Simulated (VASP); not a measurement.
# BAs (F-43m) in VASP: further runs, part 2 of 2

VASP 6.6.1. Earlier steps stand in the parts before.

**3. Vibrations by perturbation theory, LDA (12.98 Å³/atom)**

This run uses another cell than the first one, of 12.98 Å³/atom.

The input, INCAR:

```
SYSTEM = BAs
PREC     = Accurate       ! precision mode
ENCUT    = 520            ! plane-wave cutoff, eV
EDIFF    = 1E-8           ! SCF threshold, eV
ISMEAR   = 0              ! smearing method
SIGMA    = 0.01           ! smearing width, eV
LREAL    = .False.        ! projectors in reciprocal space
LASPH    = .True.         ! aspherical terms in the spheres
NELM     = 60             ! most SCF steps
ALGO     = Normal         ! electronic algorithm
ISIF     = 2              ! what is computed and relaxed
LWAVE    = .False.        ! write WAVECAR
LCHARG   = .True.         ! write CHGCAR
GGA      = CA             ! functional
IBRION   = 8              ! ionic algorithm
NSW      = 1              ! ionic steps
LEPSILON = .True.         ! dielectric tensor by DFPT
```

The input, KPOINTS:

```
regular mesh
0
Gamma
  10 10 10
  0 0 0
```

The input, POSCAR:

```
BAs
1.0
    0.0000000000      2.3501597761      2.3501597761
    2.3501597761      0.0000000000      2.3501597761
    2.3501597761      2.3501597761      0.0000000000
B As
1 1
Direct
    0.0000000000      0.0000000000      0.0000000000
    0.7500000000      0.7500000000      0.7500000000
```

Potentials or basis: VASP PAW LDA potentials, release 64 (B, As).

Run with:

```console
$ cat potpaw_LDA.64/B/POTCAR potpaw_LDA.64/As/POTCAR > POTCAR
$ mpirun -np 1 vasp_std > vasp.out
```

OUTCAR:

```text
SYSTEM = BAs
   PREC = Accurate
   ENCUT = 520
   EDIFF = 1E-8
   ISMEAR = 0
   LREAL = .False.
   LASPH = .True.
   NELM = 60
   ISIF = 2
   GGA = CA
   IBRION = 8
   NSW = 1
   LEPSILON = .True.

 ion  position               nearest neighbor table
   1  0.000  0.000  0.000-   2 2.04   2 2.04   2 2.04   2 2.04
   2  0.750  0.750  0.750-   1 2.04   1 2.04   1 2.04   1 2.04

  LATTYP: Found a face centered cubic cell.
 ALAT       =     4.7003195522

  Lattice vectors:

 A1 = (   0.0000000000,   2.3501597761,   2.3501597761)
 A2 = (   2.3501597761,   0.0000000000,   2.3501597761)
 A3 = (   2.3501597761,   2.3501597761,   0.0000000000)

Analysis of symmetry for initial positions (statically):
=====================================================================
 Subroutine PRICEL returns:
 Original cell was already a primitive cell.

 Routine SETGRP: Setting up the symmetry group for a
 face centered cubic supercell.

 Subroutine GETGRP returns: Found 24 space group operations
 (whereof 24 operations were pure point group operations)
 out of a pool of 48 trial point group operations.

The static configuration has the point symmetry T_d .

Analysis of symmetry for dynamics (positions and initial velocities):
=====================================================================
 Subroutine PRICEL returns:
 Original cell was already a primitive cell.

 Routine SETGRP: Setting up the symmetry group for a
 face centered cubic supercell.

 Subroutine GETGRP returns: Found 24 space group operations
 (whereof 24 operations were pure point group operations)
 out of a pool of 48 trial point group operations.

The dynamic configuration has the point symmetry T_d .

 Subroutine INISYM returns: Found 24 space group operations
 (whereof 24 operations are pure point group operations),
 and found     1 'primitive' translations

----------------------------------------------------------------------------------------

                                     Primitive cell

  volume of cell :      25.9610

  direct lattice vectors                    reciprocal lattice vectors
     0.000000000  2.350159776  2.350159776    -0.212751493  0.212751493  0.212751493
     2.350159776  0.000000000  2.350159776     0.212751493 -0.212751493  0.212751493
     2.350159776  2.350159776  0.000000000     0.212751493  0.212751493 -0.212751493

  length of vectors
     3.323627829  3.323627829  3.323627829     0.368496394  0.368496394  0.368496394

  position of ions in fractional coordinates (direct lattice)
     0.000000000  0.000000000  0.000000000
     0.750000000  0.750000000  0.750000000
[... 454 lines left out ...]
 -----------------------------------------------------------------------------
    -0.00027 -0.15060  0.00000
    -0.15060 -0.00027  0.00000
     0.00000  0.00000  0.00002

--------------------------------------- Ionic step        4  -------------------------------------------

------------------------ aborting loop because EDIFF is reached ----------------------------------------

[... ionic steps 5 to 6 ...]

--------------------------------------- Ionic step        7  -------------------------------------------

 Free energy of the ion-electron system (eV)
  ---------------------------------------------------
  ---------------------------------------------------
  free energy    TOTEN  =        -0.03756746 eV

  energy without entropy =       -0.03756746

------------------------ aborting loop because EDIFF is reached ----------------------------------------

 INTERNAL STRAIN TENSOR  FOR ION    2  DIRECTION 1   (eV/Angst):
 -----------------------------------------------------------------------------
    -0.00891  0.00000  0.00000
     0.00000  0.00669  8.48046
     0.00000  8.48046  0.00669

 MACROSCOPIC STATIC DIELECTRIC TENSOR (including local field effects in DFT)
 ------------------------------------------------------
           9.655671    -0.000000     0.000000
           0.000000     9.655671    -0.000000
           0.000000     0.000000     9.655671
 ------------------------------------------------------

 PIEZOELECTRIC TENSOR (including local field effects)  for field in x, y, z        (e  Angst)
          XX          YY          ZZ          XY          YZ          ZX
  --------------------------------------------------------------------------------
  x    -0.00000     0.00000     0.00000     0.00000    -0.23846     0.00000
  y    -0.00000    -0.00000     0.00000     0.00000     0.00000    -0.23846
  z     0.00000     0.00000     0.00000    -0.23846     0.00000     0.00000

 PIEZOELECTRIC TENSOR (including local field effects)  for field in x, y, z        (C/m^2)
          XX          YY          ZZ          XY          YZ          ZX
  --------------------------------------------------------------------------------
  x    -0.00000     0.00000     0.00000     0.00000    -0.14716     0.00000
  y    -0.00000    -0.00000     0.00000     0.00000     0.00000    -0.14716
  z     0.00000     0.00000     0.00000    -0.14716     0.00000     0.00000

 BORN EFFECTIVE CHARGES (including local field effects) (in |e|, cummulative output)
 ---------------------------------------------------------------------------------
 ion    1
    1    -0.63660     0.00000     0.00000
    2     0.00000    -0.63660     0.00000
    3     0.00000     0.00000    -0.63660
 ion    2
    1     0.63660     0.00000     0.00000
    2     0.00000     0.63660     0.00000
    3     0.00000    -0.00000     0.63660

 INTERNAL STRAIN TENSOR FOR ION    2 for displacements in x,y,z  (eV/Angst):
          X           Y           Z          XY          YZ          ZX
  --------------------------------------------------------------------------------
  x     0.00000    -0.00000    -0.00000     0.00000     8.48046     0.00000
  y    -0.00000    -0.00000    -0.00000     0.00000     0.00000     8.48046
  z    -0.00000    -0.00000     0.00000     8.48046     0.00000     0.00000

 SECOND DERIVATIVES (NOT SYMMETRIZED)
 ------------------------------------
               1X          1Y          1Z          2X          2Y          2Z
  1X   -17.987262    0.000000    0.000000   17.987262    0.000000    0.000000
  1Y     0.000000  -17.987262    0.000000    0.000000   17.987262    0.000000
  1Z     0.000000    0.000000  -17.987262    0.000000    0.000000   17.987262
  2X    17.984186    0.000000    0.000000  -17.984186    0.000000    0.000000
  2Y     0.000000   17.984186    0.000000    0.000000  -17.984186    0.000000
  2Z     0.000000    0.000000   17.984186    0.000000    0.000000  -17.984186

 Eigenvectors and eigenvalues of the dynamical matrix
 ----------------------------------------------------

   1 f  =   21.570736 THz   135.532934 2PiTHz  719.522317 cm-1    89.209358 meV
             X         Y         Z           dx          dy          dz
      0.000000  0.000000  0.000000    -0.934836    0.000000    0.000000
      3.525240  3.525240  3.525240     0.355080    0.000000    0.000000
[... 21 lines left out ...]
   6 f/i=    0.000612 THz     0.003848 2PiTHz    0.020427 cm-1     0.002533 meV
             X         Y         Z           dx          dy          dz
      0.000000  0.000000  0.000000     0.000000   -0.350440    0.057215
      3.525240  3.525240  3.525240     0.000000   -0.922620    0.150632

--------------------------------------------------------------------------------------------------------

 MACROSCOPIC STATIC DIELECTRIC TENSOR IONIC CONTRIBUTION
 ------------------------------------------------------
           0.157055     0.000000    -0.000000
           0.000000     0.157055    -0.000000
          -0.000000    -0.000000     0.157055
 ------------------------------------------------------

 ELASTIC MODULI CONTR FROM IONIC RELAXATION (kBar)
 Direction    XX          YY          ZZ          XY          YZ          ZX
 --------------------------------------------------------------------------------
 XX          -0.0000     -0.0000      0.0000      0.0000     -0.0000      0.0000
 YY          -0.0000     -0.0000     -0.0000      0.0000      0.0000      0.0000
 ZZ           0.0000     -0.0000     -0.0000     -0.0000      0.0000      0.0000
 XY           0.0000      0.0000     -0.0000   -258.2480      0.0000      0.0000
 YZ          -0.0000      0.0000      0.0000      0.0000   -258.2480     -0.0000
 ZX           0.0000      0.0000      0.0000      0.0000     -0.0000   -258.2480
 --------------------------------------------------------------------------------

 PIEZOELECTRIC TENSOR IONIC CONTR  for field in x, y, z        (C/m^2)
          XX          YY          ZZ          XY          YZ          ZX
  --------------------------------------------------------------------------------
  x     0.00000    -0.00000    -0.00000    -0.00000     0.18950     0.00000
  y    -0.00000    -0.00000    -0.00000    -0.00000     0.00000     0.18950
  z    -0.00000    -0.00000     0.00000     0.18950    -0.00000    -0.00000
```

Wall time 5.3 min (1 thread of Intel Xeon Platinum 8488C (Sapphire Rapids), shared host); peak memory 0.23 GiB.

What came out:

```yaml
Electronic_dielectric_tensor_diagonal: 9.66
Born_charges_mean_of_the_diagonal: B -0.64; As +0.64 e
Highest_phonon_frequency_at_Γ_LO-TO_splitting_left_out: 720 cm⁻¹
```

Phonon frequencies in cm⁻¹ (negative: imaginary):
| q point | frequencies |
| --- | --- |
| (0.000, 0.000, 0.000) | 0 0 0 720 720 720 |

Electronic dielectric tensor:
```
9.66 0.00 0.00
0.00 9.66 0.00
0.00 0.00 9.66
```

Born effective charge tensors (e):
atom 1, B
```
-0.64  0.00  0.00
 0.00 -0.64  0.00
 0.00  0.00 -0.64
```
atom 2, As
```
0.64 0.00 0.00
0.00 0.64 0.00
0.00 0.00 0.64
```

Caveat: the cell stands under pressure or tension, which shifts response properties.
